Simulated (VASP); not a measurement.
# Ge (P2_1) in VASP: single point with PBEsol

Aim: the single point of Ge with PBEsol.

All numbers are computed with VASP 6.6.1; they aren't measurements. Logs are shortened: lines on timing, memory, paths and dates and some standing lists are left out, and cuts for length are marked.

## (1) The cell of the first run

It takes space group P2_1 (No. 4, monoclinic). Conventional cell: a = 3.997 Å, b = 6.596 Å, c = 3.997 Å, α = 90.00°, β = 120.00°, γ = 90.00°. Ge (site symmetry 1) has 4 Ge at 2.45 to 2.47 Å within 3.2 Å. Ge (site symmetry 1) has 4 Ge at 2.45 to 2.47 Å within 3.2 Å.

## (2) Single point, PBEsol (atoms displaced along a vibrational mode)

INCAR

```
PREC = Accurate
ENCUT = 520
EDIFF = 1E-6
ISMEAR = 0
SIGMA = 0.15
LREAL = F
LASPH = T
NELM = 60
ALGO = Normal
ISIF = 2
LWAVE = F
LCHARG = F
GGA = PS
NBANDS = 36
```

KPOINTS

```
Automatic mesh
0
Gamma
  12 12 8
```

POSCAR

```
Ge
1.0
    3.9969678642      0.0000000000      0.0000000000
   -1.9984839321      3.4614757085      0.0000000000
    0.0000000000      0.0000000000      6.5963651330
Ge
4
Direct
    0.6541094033      0.3241407785      0.0629118565
    0.3458905967      0.6758592215      0.5629118565
    0.6792239301      0.3425258881      0.4370881435
    0.3207760699      0.6574741119      0.9370881435
```

Potentials or basis: VASP PAW PBE potentials, release 64 (Ge_d).

Launch:

```
> cat potpaw_PBE.64/Ge_d/POTCAR > POTCAR
> mpirun -np 1 vasp_std > vasp.out
```

OUTCAR:

```text
PREC = Accurate
   ENCUT = 520
   EDIFF = 1E-6
   ISMEAR = 0
   LREAL = F
   LASPH = T
   NELM = 60
   ISIF = 2
   GGA = PS

 ion  position               nearest neighbor table
   1  0.654  0.324  0.063-   4 2.45   4 2.45   4 2.45   3 2.47
   2  0.346  0.676  0.563-   3 2.45   3 2.45   3 2.45   4 2.47
   3  0.679  0.343  0.437-   2 2.45   2 2.45   2 2.45   1 2.47
   4  0.321  0.657  0.937-   1 2.45   1 2.45   1 2.45   2 2.47

  LATTYP: Found a hexagonal cell.
 ALAT       =     3.9969678642
 C/A-ratio  =     1.6503422987

  Lattice vectors:

 A1 = (   3.9969678642,   0.0000000000,   0.0000000000)
 A2 = (  -1.9984839321,   3.4614757085,   0.0000000000)
 A3 = (   0.0000000000,   0.0000000000,   6.5963651330)

Analysis of symmetry for initial positions (statically):
=====================================================================
 Subroutine PRICEL returns:
 Original cell was already a primitive cell.

 Routine SETGRP: Setting up the symmetry group for a
 hexagonal supercell.

 Subroutine GETGRP returns: Found  2 space group operations
 (whereof  1 operations were pure point group operations)
 out of a pool of 24 trial point group operations.

The static configuration has the point symmetry C_1 .
 The point group associated with its full space group is C_2 .

Analysis of symmetry for dynamics (positions and initial velocities):
=====================================================================
 Subroutine PRICEL returns:
 Original cell was already a primitive cell.

 Routine SETGRP: Setting up the symmetry group for a
 hexagonal supercell.

 Subroutine GETGRP returns: Found  2 space group operations
 (whereof  1 operations were pure point group operations)
 out of a pool of 24 trial point group operations.

The dynamic configuration has the point symmetry C_1 .
 The point group associated with its full space group is C_2 .

 Subroutine INISYM returns: Found  2 space group operations
 (whereof  1 operations are pure point group operations),
 and found     1 'primitive' translations

----------------------------------------------------------------------------------------

                                     Primitive cell

  volume of cell :      91.2634

  direct lattice vectors                    reciprocal lattice vectors
     3.996967864  0.000000000  0.000000000     0.250189652  0.144447063  0.000000000
    -1.998483932  3.461475709  0.000000000     0.000000000  0.288894126  0.000000000
     0.000000000  0.000000000  6.596365133     0.000000000  0.000000000  0.151598643

  length of vectors
     3.996967864  3.996967864  6.596365133     0.288894126  0.288894126  0.151598643

  position of ions in fractional coordinates (direct lattice)
     0.654109403  0.324140779  0.062911857
     0.345890597  0.675859221  0.562911857
     0.679223930  0.342525888  0.437088143
     0.320776070  0.657474112  0.937088143

  ion indices of the primitive-cell ions
   primitive index   ion index
                 1           1
                 2           2
                 3           3
                 4           4

----------------------------------------------------------------------------------------

 KPOINTS: Automatic mesh

Automatic generation of k-mesh.
 Grid dimensions read from file:
 generate k-points for:   12   12    8

 Generating k-lattice:

  Cartesian coordinates                     Fractional coordinates (reciprocal lattice)
     0.020849138  0.012037255  0.000000000     0.083333333  0.000000000  0.000000000
     0.000000000  0.024074511  0.000000000     0.000000000  0.083333333  0.000000000
     0.000000000  0.000000000  0.018949830     0.000000000  0.000000000  0.125000000

  Length of vectors
     0.024074511  0.024074511  0.018949830

  Shift w.r.t. Gamma in fractional coordinates (k-lattice)
     0.000000000  0.000000000  0.000000000

 Subroutine IBZKPT returns following result:
 ===========================================

 Found    370 irreducible k-points:

 Following reciprocal coordinates:
            Coordinates               Weight
  0.000000  0.000000  0.000000      1.000000
  0.083333  0.000000  0.000000      2.000000
  0.000000  0.083333  0.000000      2.000000
 -0.083333  0.083333  0.000000      2.000000
  0.166667 -0.000000  0.000000      2.000000
  0.000000  0.166667  0.000000      2.000000
[... 16 lines left out ...]
  0.166667  0.083333  0.000000      2.000000
 -0.083333  0.250000  0.000000      2.000000
 [... further k-points ...]
   k-points           NKPTS =    370   k-points in BZ     NKDIM =    370   number of bands    NBANDS=     36
   number of dos      NEDOS =    301   number of ions     NIONS =      4
   total plane-waves  NPLWV =  45000
   dimension x,y,z NGX =    30 NGY =   30 NGZ =   50
   dimension x,y,z NGXF=    60 NGYF=   60 NGZF=  100
   ions per type =               4
   NGX,Y,Z   is equivalent  to a cutoff of  12.48, 12.48, 12.60 a.u.
   NGXF,Y,Z  is equivalent  to a cutoff of  24.96, 24.96, 25.20 a.u.
 SYSTEM =  unknown system
   PREC   = accura    normal or accurate (medium, high low for compatibility)
   ISTART =      0    job   : 0-new  1-cont  2-samecut
   ICHARG =      2    charge: 1-file 2-atom 10-const
   ISPIN  =      1    spin polarized calculation?
   LNONCOLLINEAR =      F non collinear calculations
   LSORBIT =      F    spin-orbit coupling
   LASPH  =      T    aspherical Exc in radial PAW
   ENCUT  =  520.0 eV  38.22 Ry    6.18 a.u.   7.43  7.43 12.26*2*pi/ulx,y,z
   NELM   =     60;   NELMIN=  2; NELMDL= -5     # of ELM steps
   EDIFF  = 0.1E-05   stopping-criterion for ELM
   LREAL  =      F    real-space projection
   EDIFFG = 0.1E-04   stopping-criterion for IOM
   NSW    =      0    number of steps for IOM
   IBRION =     -1    ionic relax: 0-MD 1-quasi-New 2-CG
   NFREE  =      0    steps in history (QN), initial steepest desc. (CG)
   ISIF   =      2    stress and relaxation
   ISYM   =      2    0-nonsym 1-usesym 2-fastsym
   POTIM  = 0.5000    time-step for ionic-motion
   TEBEG  =    0.0;   TEEND  =   0.0 temperature during run
   PSTRESS=    0.0 pullay stress
   NELECT =      56.0000    total number of electrons
   NUPDOWN=      -1.0000    fix difference up-down
   EMIN   =  10.00;   EMAX   =-10.00  energy-range for DOS
   EFERMI =   0.00;   METHOD = LEGACY
   ISMEAR =     0;   SIGMA  =   0.15  broadening in eV -4-tet -1-fermi 0-gaus
   EFERMI_NEDOS =   21; number of points for ismear=-14 and -15
   IALGO  =     38    algorithm
   IMIX   =      4    mixing-type and parameters
     AMIX     =   0.40;   BMIX     =  1.00
     AMIX_MAG =   1.60;   BMIX_MAG =  1.00
  volume/ion in A,a.u.               =      22.82       153.97
  Fermi-wavevector in a.u.,A,eV,Ry     =   1.391144  2.628880 26.331090  1.935281
  Thomas-Fermi vector in A             =   2.515011
   LORBIT       =      0    0 simple, 1 ext, 2 COOP (PROOUT), +10 PAW based schemes
   GGA     = PS    functional components
   LHFCALC =     F    Hartree Fock is set to
   AEXX    =    0.0000 exact exchange contribution
   IVDW    =     0    specifies the selected vdW correction
   LEPSILON=     F    determine dielectric tensor
   LRPA    =     F    only Hartree local field effects (RPA)
 non-spin polarized calculation
 Gauss-broadening in eV      SIGMA  =   0.15
  energy-cutoff  :      520.00
  volume of cell :       91.26
 maximum number of plane-waves:      2491
 NGX is ok and might be reduce to    30
   NGX = 15   NGY = 15   NGZ = 25

 number of electron      55.9999987 magnetization

 Free energy of the ion-electron system (eV)
  ---------------------------------------------------
  ext. energy  EPLUGINS =         0.00000000
  ---------------------------------------------------
  free energy    TOTEN  =       -19.68231643 eV

  energy without entropy =      -19.68082175  energy(sigma->0) =      -19.68156909

 E-fermi :   4.8763     XC(G=0): -10.0875

 val. band max:        4.8510083484   @ k =   0.0000   0.0000   0.1250
 cond. band min:       4.8801382986   @ k =   0.0000   0.0000   0.1250
 fundamental gap:      0.0291299502
 Fermi energy:         4.8762570767

 k-point     1 :       0.0000    0.0000    0.0000
  band No.  band energies     occupation
      1     -20.0058      2.00000
      2     -20.0057      2.00000
      3     -19.9705      2.00000
      4     -19.9677      2.00000
      5     -19.9673      2.00000
      6     -19.9512      2.00000
[... 28 lines left out ...]
     35       9.3731      0.00000
     36      10.7959      0.00000

 k-point     2 :       0.0833    0.0000    0.0000
  band No.  band energies     occupation
      1     -20.0106      2.00000
      2     -20.0073      2.00000
      3     -19.9721      2.00000
      4     -19.9704      2.00000
      5     -19.9690      2.00000
      6     -19.9467      2.00000
[... 28 lines left out ...]
     35       9.6825      0.00000
     36      11.2374      0.00000

 k-point     3 :       0.0000    0.0833    0.0000
  band No.  band energies     occupation
      1     -20.0106      2.00000
      2     -20.0073      2.00000
      3     -19.9722      2.00000
      4     -19.9711      2.00000
      5     -19.9683      2.00000
      6     -19.9465      2.00000
[... 28 lines left out ...]
     35       9.6774      0.00000
     36      11.2349      0.00000

 k-point     4 :      -0.0833    0.0833    0.0000
  band No.  band energies     occupation
      1     -20.0106      2.00000
      2     -20.0072      2.00000
      3     -19.9725      2.00000
      4     -19.9714      2.00000
      5     -19.9678      2.00000
      6     -19.9464      2.00000
[... 28 lines left out ...]
     35       9.6722      0.00000
     36      11.2382      0.00000

 k-point     5 :       0.1667   -0.0000    0.0000
  band No.  band energies     occupation
      1     -20.0187      2.00000
      2     -20.0105      2.00000
      3     -19.9808      2.00000
      4     -19.9759      2.00000
      5     -19.9672      2.00000
      6     -19.9388      2.00000
[... 655 lines left out ...]
 k-point    22 :      -0.1667    0.0833    0.0000
  band No.  band energies     occupation
      1     -20.0162      2.00000
      2     -20.0104      2.00000
      3     -19.9777      2.00000
      4     -19.9754      2.00000
      5     -19.9668      2.00000
      6     -19.9430      2.00000
[... 28 lines left out ...]
     35      10.4304      0.00000
     36      10.8674      0.00000

 k-point    23 :       0.1667    0.0833    0.0000
  band No.  band energies     occupation
      1     -20.0220      2.00000
      2     -20.0144      2.00000
      3     -19.9856      2.00000
      4     -19.9817      2.00000
      5     -19.9626      2.00000
      6     -19.9365      2.00000
[... 28 lines left out ...]
     35      10.4107      0.00000
     36      11.4296      0.00000

 k-point    24 :      -0.0833    0.2500    0.0000
  band No.  band energies     occupation
      1     -20.0220      2.00000
      2     -20.0143      2.00000
      3     -19.9856      2.00000
      4     -19.9820      2.00000
      5     -19.9624      2.00000
      6     -19.9362      2.00000
[... 28 lines left out ...]
     35      10.4297      0.00000
     36      11.4847      0.00000

 [... further k-points ...]
[... 5 lines left out ...]
  --------------------------------------------------------------------------------------
  -------------------------------------------------------------------------------------
  Total       -0.0366507     -0.0344632     -0.0881339     -0.0067212      0.0000000      0.0000000
  in kB       -0.6434218     -0.6050198     -1.5472382     -0.1179950      0.0000000      0.0000000
  external PRESSURE =      -0.9318933 kB  Pullay stress =       0.0000000 kB

 VOLUME and BASIS-vectors are now :
 -----------------------------------------------------------------------------
  energy-cutoff  :      520.00
  volume of cell :       91.26
      direct lattice vectors                 reciprocal lattice vectors
     3.996967864  0.000000000  0.000000000     0.250189652  0.144447063  0.000000000
    -1.998483932  3.461475709  0.000000000     0.000000000  0.288894126  0.000000000
     0.000000000  0.000000000  6.596365133     0.000000000  0.000000000  0.151598643

 POSITION                                       TOTAL-FORCE (eV/Angst)
 -----------------------------------------------------------------------------------
      1.96666      1.12201      0.41499         0.021563      0.021396      0.004453
      0.03182      2.33947      3.71317        -0.021563     -0.021396      0.004453
      2.03030      1.18565      2.88319        -0.023544     -0.021319     -0.004453
     -0.03182      2.27583      6.18138         0.023544      0.021319     -0.004453
 -----------------------------------------------------------------------------------
    total drift:                                0.000000     -0.000000      0.000067

  FREE ENERGIE OF THE ION-ELECTRON SYSTEM (eV)
  ---------------------------------------------------
  free  energy   TOTEN  =       -19.6823164347 eV

  energy  without entropy=      -19.6808217538  energy(sigma->0) =      -19.68156909
```

Run time: 21 min. Hardware: 1 thread of Oxide Virtual Turin-like, shared host; peak memory 0.8 GiB.

What came out:

```yaml
Free_energy: -19.6823 eV
Pressure: -0.1 GPa
Largest_force: 0.032 eV/Å
Band_gap_on_the_k_mesh: 0.03 eV
```

Forces in eV/Å, atoms in the order of the input:
```
Ge   0.022  0.021  0.004
Ge  -0.022 -0.021  0.004
Ge  -0.024 -0.021 -0.004
Ge   0.024  0.021 -0.004
```

Levels at points of the mesh, in eV from the valence-band top:
```
           k point  band 24  band 25  band 26  band 27  band 28  band 29  band 30  band 31  band 32  band 33
(0.00, 0.00, 0.00)    -1.50    -1.50    -0.17    -0.17    -0.05     0.10     0.12     2.23     2.23     2.72
(0.50, 0.00, 0.00)    -6.78    -4.62    -3.09    -2.86    -1.46     0.45     1.59     3.44     3.66     4.33
(0.00, 0.50, 0.00)    -6.78    -4.62    -3.09    -2.85    -1.47     0.45     1.59     3.46     3.66     4.31
(0.50, 0.50, 0.00)    -6.78    -4.62    -3.09    -2.85    -1.47     0.45     1.59     3.47     3.65     4.30
(0.00, 0.00, 0.50)    -4.84    -0.87    -0.87    -0.87    -0.87     0.63     0.63     3.33     3.33     3.33
(0.50, 0.00, 0.50)    -7.90    -2.57    -2.57    -2.43    -2.43     0.45     0.45     2.04     2.04     6.08
(0.00, 0.50, 0.50)    -7.90    -2.58    -2.58    -2.42    -2.42     0.45     0.45     2.04     2.04     6.07
(0.50, 0.50, 0.50)    -7.90    -2.59    -2.59    -2.42    -2.42     0.45     0.45     2.04     2.04     6.07
```

Caveat: the cell differs from its parent crystal (atoms displaced along a vibrational mode); the PAW data sets were made with another functional, which shifts forces and pressure a little. A k mesh can miss the band edges.
